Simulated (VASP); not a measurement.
# Si (I4_1/amd) in VASP: notebook

Runs on Si. Level: LDA. Tasks: single point.

All numbers are computed with VASP 6.6.1; they aren't measurements. Logs are shortened: lines on timing, memory, paths and dates and some standing lists are left out, and cuts for length are marked.

**1. The cell of the first run**

Symmetry: I4_1/amd, No. 141, tetragonal system. The conventional cell has a = 3.686 Å, b = 3.686 Å, c = 5.780 Å, α = 90.00°, β = 90.00°, γ = 90.00°. Within 3.1 Å of Si (site symmetry -4m2) lie 4 Si at 2.34 Å.

**2. Single point, LDA**

Contents of INCAR:

```
PREC = Accurate
ENCUT = 520
EDIFF = 1E-7
ISMEAR = 0
SIGMA = 0.05
LREAL = F
LASPH = T
NELM = 80
ALGO = Normal
ISIF = 2
LWAVE = F
LCHARG = F
GGA = CA
NBANDS = 11
```

Contents of KPOINTS:

```
regular mesh
0
Gamma
  12 12 12
```

Contents of POSCAR:

```
Si
1.0
    0.0000000000      2.6062709780      2.8898548668
    2.6062709780      0.0000000000      2.8898548668
    2.6062709780      2.6062709780      0.0000000000
Si
2
Direct
    0.5000000000      0.5000000000      0.5000000000
    0.7500000000      0.7500000000      0.7500000000
```

Potentials or basis: VASP PAW LDA potentials, release 64 (Si).

Started as:

```
> cat potpaw_LDA.64/Si/POTCAR > POTCAR
> mpirun -np 1 vasp_std > vasp.out
```

OUTCAR:

```text
PREC = Accurate
   ENCUT = 520
   EDIFF = 1E-7
   ISMEAR = 0
   LREAL = F
   LASPH = T
   NELM = 80
   ISIF = 2
   GGA = CA

 ion  position               nearest neighbor table
   1  0.500  0.500  0.500-   2 2.34   2 2.34   2 2.34   2 2.34
   2  0.750  0.750  0.750-   1 2.34   1 2.34   1 2.34   1 2.34

  LATTYP: Found a body centered tetragonal cell.
 ALAT       =     3.6858237643
 C/A-ratio  =     1.5680917220

  Lattice vectors:

 A1 = (  -2.6062709780,   0.0000000000,   2.8898548668)
 A2 = (   2.6062709780,   0.0000000000,   2.8898548668)
 A3 = (   0.0000000000,   2.6062709780,  -2.8898548668)

Analysis of symmetry for initial positions (statically):
=====================================================================
 Subroutine PRICEL returns:
 Original cell was already a primitive cell.

 Routine SETGRP: Setting up the symmetry group for a
 body centered tetragonal supercell.

 Subroutine GETGRP returns: Found 16 space group operations
 (whereof  8 operations were pure point group operations)
 out of a pool of 16 trial point group operations.

The static configuration has the point symmetry D_2d.
 The point group associated with its full space group is D_4h.

Analysis of symmetry for dynamics (positions and initial velocities):
=====================================================================
 Subroutine PRICEL returns:
 Original cell was already a primitive cell.

 Routine SETGRP: Setting up the symmetry group for a
 body centered tetragonal supercell.

 Subroutine GETGRP returns: Found 16 space group operations
 (whereof  8 operations were pure point group operations)
 out of a pool of 16 trial point group operations.

The dynamic configuration has the point symmetry D_2d.
 The point group associated with its full space group is D_4h.

 Subroutine INISYM returns: Found 16 space group operations
 (whereof  8 operations are pure point group operations),
 and found     1 'primitive' translations

----------------------------------------------------------------------------------------

                                     Primitive cell

  volume of cell :      39.2595

  direct lattice vectors                    reciprocal lattice vectors
     0.000000000  2.606270978  2.889854867    -0.191844979  0.191844979  0.173019069
     2.606270978  0.000000000  2.889854867     0.191844979 -0.191844979  0.173019069
     2.606270978  2.606270978  0.000000000     0.191844979  0.191844979 -0.173019069

  length of vectors
     3.891517643  3.891517643  3.685823764     0.321783452  0.321783452  0.321783452

  position of ions in fractional coordinates (direct lattice)
     0.500000000  0.500000000  0.500000000
     0.750000000  0.750000000  0.750000000
[... 83 lines left out ...]
   ISIF   =      2    stress and relaxation
   ISYM   =      2    0-nonsym 1-usesym 2-fastsym
   POTIM  = 0.5000    time-step for ionic-motion
   TEBEG  =    0.0;   TEEND  =   0.0 temperature during run
   PSTRESS=    0.0 pullay stress
   NELECT =       8.0000    total number of electrons
   NUPDOWN=      -1.0000    fix difference up-down
   EMIN   =  10.00;   EMAX   =-10.00  energy-range for DOS
   EFERMI =   0.00;   METHOD = LEGACY
   ISMEAR =     0;   SIGMA  =   0.05  broadening in eV -4-tet -1-fermi 0-gaus
   EFERMI_NEDOS =   21; number of points for ismear=-14 and -15
   IALGO  =     38    algorithm
   IMIX   =      4    mixing-type and parameters
     AMIX     =   0.40;   BMIX     =  1.00
     AMIX_MAG =   1.60;   BMIX_MAG =  1.00
  volume/ion in A,a.u.               =      19.63       132.47
  Fermi-wavevector in a.u.,A,eV,Ry     =   0.963363  1.820491 12.627124  0.928067
  Thomas-Fermi vector in A             =   2.092901
   LORBIT       =      0    0 simple, 1 ext, 2 COOP (PROOUT), +10 PAW based schemes
   GGA     = CA    functional components
   LHFCALC =     F    Hartree Fock is set to
   AEXX    =    0.0000 exact exchange contribution
   IVDW    =     0    specifies the selected vdW correction
   LEPSILON=     F    determine dielectric tensor
   LRPA    =     F    only Hartree local field effects (RPA)
 non-spin polarized calculation
 Gauss-broadening in eV      SIGMA  =   0.05
  energy-cutoff  :      520.00
  volume of cell :       39.26
 maximum number of plane-waves:      1070
 NGX is ok and might be reduce to    30

 number of electron       8.0000000 magnetization

 Free energy of the ion-electron system (eV)
  ---------------------------------------------------
  ext. energy  EPLUGINS =         0.00000000
  ---------------------------------------------------
  free energy    TOTEN  =       -11.82571356 eV

  energy without entropy =      -11.82561126  energy(sigma->0) =      -11.82566241

 E-fermi :   6.2189     XC(G=0):  -9.6895

 val. band max:        6.1443096758   @ k =   0.0833  -0.0000   0.0000
 cond. band min:       6.2193311942   @ k =  -0.0833   0.0833   0.0000
 fundamental gap:      0.0750215184
 Fermi energy:         6.2189439065

 k-point     1 :       0.0000    0.0000    0.0000
  band No.  band energies     occupation
      1      -6.1061      2.00000
      2       5.4431      2.00000
      3       6.2697      0.15078
      4       6.2697      0.15077
      5       8.4525      0.00000
      6       8.4525      0.00000
      7       8.8011      0.00000
      8       9.2273      0.00000
      9      12.7593      0.00000
     10      13.7648      0.00000
     11      14.7209      0.00000
[... 309 lines left out ...]
 k-point    24 :      -0.4167    0.1667    0.0000
  band No.  band energies     occupation
      1      -3.4196      2.00000
      2      -0.9563      2.00000
      3       2.4614      2.00000
      4       4.9459      2.00000
      5       8.7293      0.00000
      6       9.3502      0.00000
      7      10.6773      0.00000
      8      14.1800      0.00000
      9      14.6516      0.00000
     10      14.7853      0.00000
     11      16.8253      0.00000

 [... further k-points ...]
[... 5 lines left out ...]
  --------------------------------------------------------------------------------------
  -------------------------------------------------------------------------------------
  Total        0.9645508      0.9645508     -1.8806279      0.0000000      0.0000000      0.0000000
  in kB       39.3632102     39.3632102    -76.7482156      0.0000000      0.0000000      0.0000000
  external PRESSURE =       0.6594016 kB  Pullay stress =       0.0000000 kB

 VOLUME and BASIS-vectors are now :
 -----------------------------------------------------------------------------
  energy-cutoff  :      520.00
  volume of cell :       39.26
      direct lattice vectors                 reciprocal lattice vectors
     0.000000000  2.606270978  2.889854867    -0.191844979  0.191844979  0.173019069
     2.606270978  0.000000000  2.889854867     0.191844979 -0.191844979  0.173019069
     2.606270978  2.606270978  0.000000000     0.191844979  0.191844979 -0.173019069

 POSITION                                       TOTAL-FORCE (eV/Angst)
 -----------------------------------------------------------------------------------
      2.60627      2.60627      2.88985         0.000000      0.000000      0.000000
      3.90941      3.90941      4.33478        -0.000000     -0.000000     -0.000000
 -----------------------------------------------------------------------------------
    total drift:                                0.000000     -0.000000     -0.000000

  FREE ENERGIE OF THE ION-ELECTRON SYSTEM (eV)
  ---------------------------------------------------
  free  energy   TOTEN  =       -11.8257135567 eV

  energy  without entropy=      -11.8256112568  energy(sigma->0) =      -11.82566241
```

OSZICAR:

```text
N       E                     dE             d eps       ncg     rms          rms(c)
DAV:   1     0.760283286455E+01    0.76028E+01   -0.33389E+03  3586   0.592E+02
DAV:   2    -0.115115471914E+02   -0.19114E+02   -0.18400E+02  4820   0.870E+01
DAV:   3    -0.120908854911E+02   -0.57934E+00   -0.57780E+00  4610   0.136E+01
DAV:   4    -0.120953667571E+02   -0.44813E-02   -0.44806E-02  4357   0.151E+00
DAV:   5    -0.120954126166E+02   -0.45859E-04   -0.45859E-04  4674   0.140E-01    0.509E+00
DAV:   6    -0.119087555819E+02    0.18666E+00   -0.10988E-01  4097   0.131E+00    0.304E+00
DAV:   7    -0.118256679941E+02    0.83088E-01   -0.19146E-01  4109   0.178E+00    0.245E-01
DAV:   8    -0.118257824899E+02   -0.11450E-03   -0.86871E-03  4066   0.501E-01    0.889E-02
DAV:   9    -0.118257081043E+02    0.74386E-04   -0.34018E-04  4442   0.919E-02    0.660E-02
DAV:  10    -0.118257139398E+02   -0.58356E-05   -0.20395E-05  4268   0.278E-02    0.367E-02
DAV:  11    -0.118257135536E+02    0.38621E-06   -0.17312E-06  4227   0.651E-03    0.194E-03
DAV:  12    -0.118257135567E+02   -0.30611E-08   -0.41968E-08  2660   0.127E-03
   1 F= -.11825714E+02 E0= -.11825662E+02  d E =-.102300E-03
```

Wall time 76 s (1 thread of AMD EPYC 7R43 (Zen 3), shared host); peak memory 0.13 GiB.

What came out:

```yaml
Free_energy: -11.8257 eV
Pressure: 0.1 GPa
Band_gap_on_the_k_mesh: zero (band 4 reaches 6.27 eV, above the bottom of band 5 at 6.14 eV)
```

Caveat: the cell differs from its parent crystal (strain +e along x and -e along y +0.0000, strain +e along z and -e/2 along x and y +0.0700).

**3. Single point, LDA**

This run uses another cell than the first one, of the same volume but with other edges.

Contents of INCAR:

```
SYSTEM = Si
PREC = Accurate
ENCUT = 520
EDIFF = 1E-6
ISMEAR = 0
SIGMA = 0.05
LREAL = .FALSE.
LASPH = .TRUE.
NELM = 100
ALGO = Normal
ISIF = 2
LWAVE = .FALSE.
LCHARG = .FALSE.
NBANDS = 11
```

Contents of KPOINTS:

```
Automatic mesh
0
G
  12 12 12
  0 0 0
```

Contents of POSCAR:

```
Si
1.0
    0.0000000000      2.7953269038      2.5117430150
    2.7953269038      0.0000000000      2.5117430150
    2.7953269038      2.7953269038      0.0000000000
Si
2
Direct
    0.5000000000      0.5000000000      0.5000000000
    0.7500000000      0.7500000000      0.7500000000
```

Potentials or basis: VASP PAW LDA potentials, release 64 (Si).

Started as:

```
> cat potpaw_LDA.64/Si/POTCAR > POTCAR
> mpirun -np 1 vasp_std > vasp.out
```

It took 85 s on 1 thread of AMD EPYC 7R43 (Zen 3), shared host; peak memory 0.13 GiB.

The run converged. Its results:

```
Free energy            : -11.8428 eV
Pressure               : -0.1 GPa
Band gap on the k mesh : zero (band 4 reaches 6.44 eV, above the bottom of band 5 at 5.79 eV)
```

Stress tensor (GPa, compression positive):
```
-2.67  0.00  0.00
 0.00 -2.67  0.00
 0.00  0.00  5.11
```

Levels at points of the mesh, in eV from the Fermi level:
```
           k point  band 1  band 2  band 3  band 4  band 5  band 6  band 7  band 8
(0.00, 0.00, 0.00)  -12.17   -0.29   -0.29    0.37    2.25    2.64    2.64    3.24
(0.50, 0.00, 0.00)   -9.77   -7.16   -1.76   -0.83    1.10    2.80    4.00    7.62
(0.50, 0.50, 0.00)   -7.52   -7.52   -3.50   -3.50   -0.05   -0.05    9.90    9.90
(0.50, 0.00, 0.50)   -8.16   -8.16   -2.67   -2.67    0.81    0.81    9.10    9.10
```

Caveat: the cell differs from its parent crystal (strain +e along x and -e along y +0.0000, strain +e along z and -e/2 along x and y -0.0700).

**4. Single point, LDA**

Contents of INCAR:

```
SYSTEM = Si
  PREC = Accurate
  ENCUT = 520
  EDIFF = 1E-6
  ISMEAR = 0
  SIGMA = 0.05
  LREAL = .FALSE.
  LASPH = .TRUE.
  NELM = 100
  ALGO = Normal
  ISIF = 2
  LWAVE = .FALSE.
  LCHARG = .FALSE.
  GGA = CA
  NBANDS = 11
```

Contents of KPOINTS:

```
regular mesh
0
G
  12 12 12
  0 0 0
```

Contents of POSCAR:

```
Si
1.0
    0.0000000000      2.7480629224      2.6062709780
    2.7480629224      0.0000000000      2.6062709780
    2.7480629224      2.7480629224      0.0000000000
Si
2
Direct
    0.5000000000      0.5000000000      0.5000000000
    0.7500000000      0.7500000000      0.7500000000
```

Started as:

```
> cat potpaw_LDA.64/Si/POTCAR > POTCAR
> mpirun -np 1 vasp_std > vasp.out
```

Run time: 74 s. Hardware: 1 thread of AMD EPYC 7R43 (Zen 3), shared host; peak memory 0.14 GiB.

Results (log left out):

- Free energy: -11.8990 eV
- Pressure: 0.1 GPa
- Band gap on the k mesh: zero (band 4 reaches 6.18 eV, above the bottom of band 5 at 6.07 eV)

Stress tensor (GPa, compression positive):
```
-1.47  0.00  0.00
 0.00 -1.47  0.00
 0.00  0.00  3.11
```

Levels at points of the mesh, in eV from the Fermi level:
```tsv
k point	band 2	band 3	band 4	band 5	band 6	band 7
(0.00, 0.00, 0.00)	-0.24	-0.24	0.11	2.29	2.48	2.48
(0.50, 0.00, 0.00)	-7.19	-1.58	-1.09	1.27	2.95	3.48
(0.50, 0.50, 0.00)	-7.78	-3.29	-3.29	0.17	0.17	9.93
(0.50, 0.00, 0.50)	-8.10	-2.88	-2.88	0.60	0.60	9.65
```

Caveat: the cell differs from its parent crystal (strain +e along x and -e along y +0.0000, strain +e along z and -e/2 along x and y -0.0350).

[end of part 1 of 2]
